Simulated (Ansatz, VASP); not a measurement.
Nb in VASP and in Ansatz

Contents of POSCAR:

```
Nb
1.0
    0.0000000000      2.2207500000      2.1150000000
    2.2207500000      0.0000000000      2.1150000000
    2.2207500000      2.2207500000      0.0000000000
Nb
1
Direct
    0.0000000000      0.0000000000      0.0000000000
```

The input INCAR.step1:

```
PREC = Accurate
ENCUT = 520
ISMEAR = 0
SIGMA = 0.15
LREAL = False
LASPH = True
NELM = 80
NBANDS = 12
GGA = PE
ALGO = Normal
EDIFF = 1E-4
LWAVE = True
LCHARG = False
```

INCAR.step2

```
PREC = Accurate
ENCUT = 520
EDIFF = 1E-6
ISMEAR = 0
SIGMA = 0.15
LREAL = False
LASPH = True
NELM = 80
ALGO = Normal
ISIF = 2
LWAVE = False
LCHARG = False
METAGGA = R2SCAN
LMIXTAU = True
NBANDS = 12
ISTART = 1
```

Contents of KPOINTS:

```
regular mesh
0
Gamma
  20 20 20
```

Input for Ansatz:

```yaml
crystal:
  lattice:
    - [0.0, 2.22075, 2.115]
    - [2.22075, 0.0, 2.115]
    - [2.22075, 2.22075, 0.0]
  atoms:
    - { symbol: Nb, position: [0.0, 0.0, 0.0] }
basis:
  ecutwfc: 500
kpoints:
  mp_grid: { grid: [20, 20, 20] }
hamiltonian:
  xc: r2scan
scf:
  occupations: { method: gaussian, width: 0.15 }
output:
  forces: true
  stress: true
  eigenvalues: true
```

Change from the starting cell: strain +0.050 along x and y, +0.000 along z, atoms carried along.

Alike in both runs: task single point; functional r2SCAN; k mesh 20 × 20 × 20; occupations gaussian, width 0.15 eV; no spin polarisation.

|  | VASP | Ansatz |
| --- | --- | --- |
| version | VASP 6.6.1 | Ansatz 0.2.0 |
| potentials or method | VASP PAW PBE potentials, release 64 (Nb_sv), cutoff 520 eV | scalar-relativistic, plane waves, PAW |
| valence electrons in the cell | 13 | 13 |

VASP gave:

| Quantity | Value |
| --- | --- |
| gap on the k mesh at the Fermi level (eV) | none |
| pressure (GPa) | -15.7 |
| traceless stress, the component that is largest in VASP (GPa) | -5.70 |

Estimate Ansatz's values.

gap on the k mesh at the Fermi level (eV): none; pressure (GPa): -15.5; traceless stress, the component that is largest in VASP (GPa): -5.73.

VASP's potentials were made for PBE, not for r2SCAN. A gap of «none» marks a metal or a gap that the smearing closes.
